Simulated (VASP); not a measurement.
# BaTiO3 (P4mm) in VASP: a series of runs

The runs below take BaTiO3 through single point, with PBE+U.

Program: VASP 6.6.1. These are calculated values, not measurements. Logs are shortened: lines on timing, memory, paths and dates and some standing lists are left out, and cuts for length are marked.

## Step 1: The cell of the first run

Symmetry: P4mm, No. 99, tetragonal system. The conventional cell has a = 4.096 Å, b = 4.096 Å, c = 4.096 Å, α = 90.00°, β = 90.00°, γ = 90.00°. Ba (site symmetry 4mm) has 12 O at 2.89 to 2.91 Å and 8 Ti at 3.54 to 3.56 Å within 3.8 Å. Ti (site symmetry 4mm) has 6 O at 2.00 to 2.09 Å within 2.7 Å. O (site symmetry 4mm) has 2 Ti at 2.00 to 2.09 Å within 2.7 Å. O (site symmetry 2mm) has 2 Ti at 2.05 Å within 2.7 Å.

## Step 2: Single point, PBE+U

Input file INCAR:

```
SYSTEM = BaTiO3
  PREC = Accurate
  ENCUT = 520
  EDIFF = 1E-6
  ISMEAR = 0
  SIGMA = 0.05
  LREAL = .FALSE.
  LASPH = .TRUE.
  NELM = 150
  ALGO = Normal
  ISIF = 2
  LWAVE = .FALSE.
  LCHARG = .TRUE.
  LMAXMIX = 4
  LDAU = .TRUE.
  LDAUTYPE = 2
  LDAUL = -1 2 -1
  LDAUU = 0 4 0
  LDAUJ = 0 0 0
  LDAUPRINT = 1
  GGA = PE
  LELF = .TRUE.
  LVHAR = .TRUE.
  NBANDS = 28
```

Input file KPOINTS:

```
regular mesh
0
G
  8 8 8
  0 0 0
```

Input file POSCAR:

```
BaTiO3
1.0
    4.0961333662      0.0000000000      0.0000000000
    0.0000000000      4.0961333662      0.0000000000
    0.0000000000      0.0000000000      4.0961333662
Ba Ti O
1 1 3
Direct
    0.5001142594      0.5000000000      0.5000000000
    0.0042288083      0.0000000000      0.0000000000
    0.4931245915      0.0000000000      0.0000000000
   -0.0033786990      0.5000000000      0.0000000000
   -0.0033786990      0.0000000000      0.5000000000
```

Potentials or basis: VASP PAW PBE potentials, release 64 (Ba_sv, Ti_sv, O).

The run is started by

```sh
$ cat potpaw_PBE.64/Ba_sv/POTCAR potpaw_PBE.64/Ti_sv/POTCAR potpaw_PBE.64/O/POTCAR > POTCAR
$ mpirun -np 1 vasp_std > vasp.out
```

OUTCAR:

```text
SYSTEM = BaTiO3
   PREC = Accurate
   ENCUT = 520
   EDIFF = 1E-6
   ISMEAR = 0
   LREAL = .FALSE.
   LASPH = .TRUE.
   NELM = 150
   ISIF = 2
   GGA = PE

 ion  position               nearest neighbor table
   1  0.500  0.500  0.500-   4 2.89   5 2.89   4 2.89   5 2.89   3 2.90   3 2.90   3 2.90   3 2.90
                             4 2.91   5 2.91   4 2.91   5 2.91   2 3.54   2 3.54   2 3.54   2 3.54
   2  0.004  0.000  0.000-   3 2.00   4 2.05   5 2.05   5 2.05   4 2.05   3 2.09   1 3.54   1 3.54
                             1 3.54   1 3.54   1 3.56   1 3.56   1 3.56   1 3.56
   3  0.493  0.000  0.000-   2 2.00   2 2.09   1 2.90   1 2.90   1 2.90   1 2.90
   4  0.997  0.500  0.000-   2 2.05   2 2.05   1 2.89   1 2.89   1 2.91   1 2.91
   5  0.997  0.000  0.500-   2 2.05   2 2.05   1 2.89   1 2.89   1 2.91   1 2.91

  LATTYP: Found a simple cubic cell.
 ALAT       =     4.0961333662

  Lattice vectors:

 A1 = (   4.0961333662,   0.0000000000,   0.0000000000)
 A2 = (   0.0000000000,   4.0961333662,   0.0000000000)
 A3 = (   0.0000000000,   0.0000000000,   4.0961333662)

Analysis of symmetry for initial positions (statically):
=====================================================================
 Subroutine PRICEL returns:
 Original cell was already a primitive cell.

 Routine SETGRP: Setting up the symmetry group for a
 simple cubic supercell.

 Subroutine GETGRP returns: Found  8 space group operations
 (whereof  8 operations were pure point group operations)
 out of a pool of 48 trial point group operations.

The static configuration has the point symmetry C_4v.

Analysis of symmetry for dynamics (positions and initial velocities):
=====================================================================
 Subroutine PRICEL returns:
 Original cell was already a primitive cell.

 Routine SETGRP: Setting up the symmetry group for a
 simple cubic supercell.

 Subroutine GETGRP returns: Found  8 space group operations
 (whereof  8 operations were pure point group operations)
 out of a pool of 48 trial point group operations.

The dynamic configuration has the point symmetry C_4v.

 Subroutine INISYM returns: Found  8 space group operations
 (whereof  8 operations are pure point group operations),
 and found     1 'primitive' translations

----------------------------------------------------------------------------------------

                                     Primitive cell

  volume of cell :      68.7262

  direct lattice vectors                    reciprocal lattice vectors
     4.096133366  0.000000000  0.000000000     0.244132676  0.000000000  0.000000000
     0.000000000  4.096133366  0.000000000     0.000000000  0.244132676  0.000000000
     0.000000000  0.000000000  4.096133366     0.000000000  0.000000000  0.244132676

  length of vectors
     4.096133366  4.096133366  4.096133366     0.244132676  0.244132676  0.244132676

  position of ions in fractional coordinates (direct lattice)
     0.500114259  0.500000000  0.500000000
     0.004228808  0.000000000  0.000000000
     0.493124591  0.000000000  0.000000000
     0.996621301  0.500000000  0.000000000
     0.996621301  0.000000000  0.500000000

  ion indices of the primitive-cell ions
   primitive index   ion index
                 1           1
                 2           2
                 3           3
                 4           4
                 5           5

----------------------------------------------------------------------------------------

 KPOINTS: regular mesh

Automatic generation of k-mesh.
 Grid dimensions read from file:
 generate k-points for:    8    8    8

 Generating k-lattice:

  Cartesian coordinates                     Fractional coordinates (reciprocal lattice)
[... 46 lines left out ...]
   dimension x,y,z NGXF=    60 NGYF=   60 NGZF=   60
   ions per type =               1   1   3
   NGX,Y,Z   is equivalent  to a cutoff of  12.18, 12.18, 12.18 a.u.
   NGXF,Y,Z  is equivalent  to a cutoff of  24.35, 24.35, 24.35 a.u.
 SYSTEM =  BaTiO3
   PREC   = accura    normal or accurate (medium, high low for compatibility)
   ISTART =      0    job   : 0-new  1-cont  2-samecut
   ICHARG =      2    charge: 1-file 2-atom 10-const
   ISPIN  =      1    spin polarized calculation?
   LNONCOLLINEAR =      F non collinear calculations
   LSORBIT =      F    spin-orbit coupling
   LASPH  =      T    aspherical Exc in radial PAW
   ENCUT  =  520.0 eV  38.22 Ry    6.18 a.u.   7.62  7.62  7.62*2*pi/ulx,y,z
   NELM   =    150;   NELMIN=  2; NELMDL= -5     # of ELM steps
   EDIFF  = 0.1E-05   stopping-criterion for ELM
   LREAL  =      F    real-space projection
[... 7 lines left out ...]
   TEBEG  =    0.0;   TEEND  =   0.0 temperature during run
   PSTRESS=    0.0 pullay stress
   NELECT =      40.0000    total number of electrons
   NUPDOWN=      -1.0000    fix difference up-down
   EMIN   =  10.00;   EMAX   =-10.00  energy-range for DOS
   EFERMI =   0.00;   METHOD = LEGACY
   ISMEAR =     0;   SIGMA  =   0.05  broadening in eV -4-tet -1-fermi 0-gaus
   EFERMI_NEDOS =   21; number of points for ismear=-14 and -15
   IALGO  =     38    algorithm
   IMIX   =      4    mixing-type and parameters
     AMIX     =   0.40;   BMIX     =  1.00
     AMIX_MAG =   1.60;   BMIX_MAG =  1.00
  volume/ion in A,a.u.               =      13.75        92.76
  Fermi-wavevector in a.u.,A,eV,Ry     =   1.366850  2.582971 25.419464  1.868278
  Thomas-Fermi vector in A             =   2.492954
   LORBIT       =      0    0 simple, 1 ext, 2 COOP (PROOUT), +10 PAW based schemes
 LDA+U is selected, type is set to LDAUTYPE =  2
   angular momentum for each species LDAUL =    -1    2   -1
   U (eV)           for each species LDAUU =   0.0  4.0  0.0
   J (eV)           for each species LDAUJ =   0.0  0.0  0.0
   GGA     = PE    functional components
   LHFCALC =     F    Hartree Fock is set to
   AEXX    =    0.0000 exact exchange contribution
   IVDW    =     0    specifies the selected vdW correction
   LEPSILON=     F    determine dielectric tensor
   LRPA    =     F    only Hartree local field effects (RPA)
 non-spin polarized calculation
 Gauss-broadening in eV      SIGMA  =   0.05
  energy-cutoff  :      520.00
  volume of cell :       68.73
 maximum number of plane-waves:      1863
   NGX = 15   NGY = 15   NGZ = 15

atom =   2  type =  2  l = 2

 onsite density matrix

spin component  1

  0.1017 -0.0000 -0.0000 -0.0000  0.0000
 -0.0000  0.1008 -0.0000  0.0000 -0.0000
 -0.0000 -0.0000  0.2246 -0.0000 -0.0006
 -0.0000  0.0000 -0.0000  0.1017  0.0000
  0.0000 -0.0000 -0.0006  0.0000  0.2254

spin component  2

  0.1017 -0.0000 -0.0000 -0.0000  0.0000
 -0.0000  0.1008 -0.0000  0.0000 -0.0000
 -0.0000 -0.0000  0.2246 -0.0000 -0.0006
 -0.0000  0.0000 -0.0000  0.1017  0.0000
  0.0000 -0.0000 -0.0006  0.0000  0.2254

 occupancies and eigenvectors

  o =  0.1008  v =  0.0000  1.0000 -0.0000  0.0000  0.0000  0.0000  0.0000  0.0000  0.0000  0.0000      0.0000  0.0000  0.0000  0.0000  0.0000  0.0000  0.0000  0.0000  0.0000  0.0000
  o =  0.1008  v =  0.0000  0.0000  0.0000  0.0000  0.0000  0.0000  1.0000 -0.0000  0.0000  0.0000      0.0000  0.0000  0.0000  0.0000  0.0000  0.0000  0.0000  0.0000  0.0000  0.0000
  o =  0.1017  v =  1.0000  0.0000  0.0000  0.0000  0.0000  0.0000  0.0000  0.0000  0.0000  0.0000      0.0000  0.0000  0.0000  0.0000  0.0000  0.0000  0.0000  0.0000  0.0000  0.0000
  o =  0.1017  v =  0.0000  0.0000  0.0000  0.0000  0.0000  1.0000  0.0000  0.0000  0.0000  0.0000      0.0000  0.0000  0.0000  0.0000  0.0000  0.0000  0.0000  0.0000  0.0000  0.0000
  o =  0.1017  v =  0.0000  0.0000  0.0000 -1.0000  0.0000  0.0000  0.0000  0.0000  0.0000  0.0000      0.0000  0.0000  0.0000  0.0000  0.0000  0.0000  0.0000  0.0000  0.0000  0.0000
  o =  0.1017  v =  0.0000  0.0000  0.0000  0.0000  0.0000  0.0000  0.0000  0.0000 -1.0000  0.0000      0.0000  0.0000  0.0000  0.0000  0.0000  0.0000  0.0000  0.0000  0.0000  0.0000
  o =  0.2242  v =  0.0000  0.0000  0.0000  0.0000  0.0000  0.0000  0.0000  0.8660  0.0000  0.5000      0.0000  0.0000  0.0000  0.0000  0.0000  0.0000  0.0000  0.0000  0.0000  0.0000
  o =  0.2242  v =  0.0000  0.0000  0.8660  0.0000  0.5000  0.0000  0.0000  0.0000  0.0000  0.0000      0.0000  0.0000  0.0000  0.0000  0.0000  0.0000  0.0000  0.0000  0.0000  0.0000
  o =  0.2257  v =  0.0000 -0.0000 -0.5000  0.0000  0.8660  0.0000  0.0000  0.0000  0.0000  0.0000      0.0000  0.0000  0.0000  0.0000  0.0000  0.0000  0.0000  0.0000  0.0000  0.0000
  o =  0.2257  v =  0.0000  0.0000  0.0000  0.0000  0.0000  0.0000 -0.0000 -0.5000  0.0000  0.8660      0.0000  0.0000  0.0000  0.0000  0.0000  0.0000  0.0000  0.0000  0.0000  0.0000

 number of electron      39.9999999 magnetization

 Free energy of the ion-electron system (eV)
  ---------------------------------------------------
  ext. energy  EPLUGINS =         0.00000000
  ---------------------------------------------------
  free energy    TOTEN  =       -37.32593144 eV

  energy without entropy =      -37.32593144  energy(sigma->0) =      -37.32593144

 E-fermi :   3.8456     XC(G=0): -10.9064

 val. band max:        3.4586892002   @ k =   0.5000   0.5000   0.5000
 cond. band min:       5.5120674343   @ k =   0.0000   0.0000   0.0000
 fundamental gap:      2.0533782341
 Fermi energy:         3.8455664891

 k-point     1 :       0.0000    0.0000    0.0000
  band No.  band energies     occupation
      1     -54.6019      2.00000
      2     -30.7323      2.00000
      3     -30.7294      2.00000
      4     -30.7294      2.00000
      5     -21.5442      2.00000
      6     -13.3304      2.00000
[... 733 lines left out ...]
     27      11.3029      0.00000
     28      11.5864      0.00000

 [... further k-points ...]

------------------------ aborting loop because EDIFF is reached ----------------------------------------

  FORCE on cell =-STRESS in cart. coord.  units (eV):
  Direction    XX          YY          ZZ          XY          YZ          ZX
  --------------------------------------------------------------------------------------
  -------------------------------------------------------------------------------------
  Total       -1.7366816     -1.8415076     -1.8415076      0.0000000     -0.0000000      0.0000000
  in kB      -40.4863398    -42.9300934    -42.9300934      0.0000000     -0.0000000      0.0000000
  external PRESSURE =     -42.1155089 kB  Pullay stress =       0.0000000 kB

 VOLUME and BASIS-vectors are now :
 -----------------------------------------------------------------------------
  energy-cutoff  :      520.00
  volume of cell :       68.73
      direct lattice vectors                 reciprocal lattice vectors
     4.096133366  0.000000000  0.000000000     0.244132676  0.000000000  0.000000000
     0.000000000  4.096133366  0.000000000     0.000000000  0.244132676  0.000000000
     0.000000000  0.000000000  4.096133366     0.000000000  0.000000000  0.244132676

 POSITION                                       TOTAL-FORCE (eV/Angst)
 -----------------------------------------------------------------------------------
      2.04853      2.04807      2.04807         0.007922      0.000000      0.000000
      0.01732      0.00000      0.00000         0.034483      0.000000     -0.000000
      2.01990      0.00000      0.00000        -0.016279      0.000000      0.000000
      4.08229      2.04807      0.00000        -0.013063      0.000000      0.000000
      4.08229      0.00000      2.04807        -0.013063      0.000000     -0.000000
 -----------------------------------------------------------------------------------
    total drift:                               -0.001397      0.000000     -0.000001

  FREE ENERGIE OF THE ION-ELECTRON SYSTEM (eV)
  ---------------------------------------------------
  free  energy   TOTEN  =       -37.3259314387 eV

  energy  without entropy=      -37.3259314387  energy(sigma->0) =      -37.32593144
```

It took 74 s on 1 thread of Intel Xeon 6975P-C, shared host; peak memory 0.27 GiB.

What came out:

- Free energy: -37.3259 eV
- Pressure: -4.2 GPa
- Largest force: 0.034 eV/Å
- Band gap on the k mesh: 2.05 eV, indirect (least direct gap 2.31 eV)

Forces in eV/Å, atoms in the order of the input:
```
Ba   0.008  0.000  0.000
Ti   0.034  0.000  0.000
O   -0.016  0.000  0.000
O   -0.013  0.000  0.000
O   -0.013  0.000  0.000
```

Eigenvalues of the final occupation matrices:
| site | spin | trace | eigenvalues |
| --- | --- | --- | --- |
| site 2 d | 1 | 0.75 | 0.10 0.10 0.10 0.22 0.23 |
| site 2 d | 2 | 0.75 | 0.10 0.10 0.10 0.22 0.23 |

Caveat: spin-orbit coupling is left out, which moves the levels of the heavy elements.

## Step 3: Single point, PBE+U

This run uses another cell than the first one, of 12.76 Å³/atom, 0.928 times its volume.

Input file INCAR:

```
  PREC = Accurate
  ENCUT = 520
  EDIFF = 1E-6
  ISMEAR = 0
  SIGMA = 0.05
  LREAL = F
  LASPH = T
  NELM = 150
  ALGO = Normal
  ISIF = 2
  LWAVE = F
  LCHARG = T
  LMAXMIX = 4
  LDAU = T
  LDAUTYPE = 2
  LDAUL = -1 2 -1
  LDAUU = 0 4 0
  LDAUJ = 0 0 0
  LDAUPRINT = 1
  GGA = PE
  LELF = T
  LVHAR = T
  NBANDS = 28
```

Input file KPOINTS:

```
regular mesh
0
Gamma
  8 8 8
```

Input file POSCAR:

```
BaTiO3
1.0
    3.9954120776      0.0000000000      0.0000000000
    0.0000000000      3.9954120776      0.0000000000
    0.0000000000      0.0000000000      3.9954120776
Ba Ti O
1 1 3
Direct
    0.5002289314      0.5000000000      0.5000000000
    0.0084728830      0.0000000000      0.0000000000
    0.4862243621      0.0000000000      0.0000000000
   -0.0067695954      0.5000000000      0.0000000000
   -0.0067695954      0.0000000000      0.5000000000
```

Potentials or basis: VASP PAW PBE potentials, release 64 (Ba_sv, Ti_sv, O).

The run is started by

```sh
$ cat potpaw_PBE.64/Ba_sv/POTCAR potpaw_PBE.64/Ti_sv/POTCAR potpaw_PBE.64/O/POTCAR > POTCAR
$ mpirun -np 1 vasp_std > vasp.out
```

It took 1.9 min on 1 thread of Intel Xeon Platinum 8488C (Sapphire Rapids), shared host; peak memory 0.26 GiB.

Results (log left out):

```
Free energy            : -37.2612 eV
Pressure               : 8.6 GPa
Largest force          : 0.417 eV/Å
Band gap on the k mesh : 2.25 eV, indirect (least direct gap 2.50 eV)
```

Forces in eV/Å, atoms in the order of the input:
```
Ba  -0.001  0.000  0.000
Ti  -0.330  0.000  0.000
O    0.417  0.000  0.000
O   -0.043  0.000  0.000
O   -0.043  0.000  0.000
```

Stress tensor (GPa, compression positive):
```
9.51 0.00 0.00
0.00 8.18 0.00
0.00 0.00 8.18
```

Levels at points of the mesh, in eV from the valence-band top:
| k point | band 18 | band 19 | band 20 | band 21 | band 22 | band 23 |
| --- | --- | --- | --- | --- | --- | --- |
| (0.00, 0.00, 0.00) | -0.26 | -0.25 | -0.25 | 2.25 | 2.33 | 2.33 |
| (0.50, 0.00, 0.00) | -1.83 | -0.79 | -0.79 | 2.44 | 4.00 | 4.00 |
| (0.00, 0.50, 0.00) | -1.69 | -0.88 | -0.85 | 2.51 | 3.96 | 3.97 |
| (0.50, 0.50, 0.00) | -0.89 | -0.89 | -0.13 | 3.99 | 4.01 | 4.41 |
| (0.00, 0.50, 0.50) | -0.95 | -0.95 | -0.09 | 3.99 | 3.99 | 4.41 |
| (0.50, 0.50, 0.50) | -0.04 | -0.04 | 0.00 | 4.65 | 4.66 | 4.66 |

Eigenvalues of the final occupation matrices:
```tsv
site	spin	trace	eigenvalues
site 2 d	1	0.80	0.10 0.11 0.11 0.24 0.24
site 2 d	2	0.80	0.10 0.11 0.11 0.24 0.24
```

Caveat: spin-orbit coupling is left out, which moves the levels of the heavy elements. A k mesh can miss the band edges.

## Step 4: Single point, PBE+U

This run uses another cell than the first one, of 12.76 Å³/atom, 0.928 times its volume.

Input file INCAR:

```
  ALGO = Normal
  EDIFF = 1E-6
  ENCUT = 520
  GGA = PE
  ISIF = 2
  ISMEAR = 0
  LASPH = True
  LCHARG = True
  LDAU = True
  LDAUJ = 0 0 0
  LDAUL = -1 2 -1
  LDAUPRINT = 1
  LDAUTYPE = 2
  LDAUU = 0 4 0
  LELF = True
  LMAXMIX = 4
  LREAL = False
  LVHAR = True
  LWAVE = False
  NBANDS = 28
  NELM = 150
  PREC = Accurate
  SIGMA = 0.05
```

Input file KPOINTS:

```
k-points
0
Gamma
  8 8 8
```

Input file POSCAR:

```
BaTiO3
1.0
    3.9954120776      0.0000000000      0.0000000000
    0.0000000000      3.9954120776      0.0000000000
    0.0000000000      0.0000000000      3.9954120776
Ba Ti O
1 1 3
Direct
    0.5001142594      0.5000000000      0.5000000000
    0.0042288083      0.0000000000      0.0000000000
    0.4931245915      0.0000000000      0.0000000000
   -0.0033786990      0.5000000000      0.0000000000
   -0.0033786990      0.0000000000      0.5000000000
```

The run is started by

```sh
$ cat potpaw_PBE.64/Ba_sv/POTCAR potpaw_PBE.64/Ti_sv/POTCAR potpaw_PBE.64/O/POTCAR > POTCAR
$ mpirun -np 1 vasp_std > vasp.out
```

Run time: 2.2 min. Hardware: 1 thread of Intel Xeon Platinum 8488C (Sapphire Rapids), shared host; peak memory 0.26 GiB.

It converged, with:

- Free energy: -37.2720 eV
- Pressure: 8.2 GPa
- Largest force: 0.179 eV/Å
- Band gap on the k mesh: 2.23 eV, indirect (least direct gap 2.43 eV)

Forces in eV/Å, atoms in the order of the input:
```
Ba  -0.002  0.000  0.000
Ti  -0.130  0.000  0.000
O    0.179  0.000  0.000
O   -0.024  0.000  0.000
O   -0.024  0.000  0.000
```

Stress tensor (GPa, compression positive):
```
8.47 0.00 0.00
0.00 8.14 0.00
0.00 0.00 8.14
```

Levels at points of the mesh, in eV from the valence-band top:
| k point | band 16 | band 17 | band 18 | band 19 | band 20 | band 21 | band 22 | band 23 | band 24 | band 25 |
| --- | --- | --- | --- | --- | --- | --- | --- | --- | --- | --- |
| (0.00, 0.00, 0.00) | -1.13 | -1.12 | -0.20 | -0.20 | -0.20 | 2.23 | 2.25 | 2.25 | 3.98 | 3.99 |
| (0.50, 0.00, 0.00) | -1.96 | -1.77 | -1.77 | -0.79 | -0.79 | 2.42 | 3.96 | 3.96 | 3.99 | 5.94 |
| (0.00, 0.50, 0.00) | -1.97 | -1.75 | -1.73 | -0.81 | -0.80 | 2.44 | 3.95 | 3.95 | 3.99 | 5.92 |
| (0.50, 0.50, 0.00) | -2.64 | -1.88 | -0.89 | -0.89 | -0.10 | 3.97 | 3.98 | 4.40 | 4.79 | 7.70 |
| (0.00, 0.50, 0.50) | -2.64 | -1.88 | -0.90 | -0.90 | -0.09 | 3.97 | 3.97 | 4.40 | 4.78 | 7.70 |
| (0.50, 0.50, 0.50) | -2.32 | -2.31 | -0.01 | -0.01 | 0.00 | 4.64 | 4.64 | 4.64 | 6.65 | 6.68 |

Eigenvalues of the final occupation matrices:
```tsv
site	spin	trace	eigenvalues
site 2 d	1	0.79	0.10 0.10 0.10 0.24 0.24
site 2 d	2	0.79	0.10 0.10 0.10 0.24 0.24
```

Caveat: spin-orbit coupling is left out, which moves the levels of the heavy elements.

(Continued in part 2 of 2.)
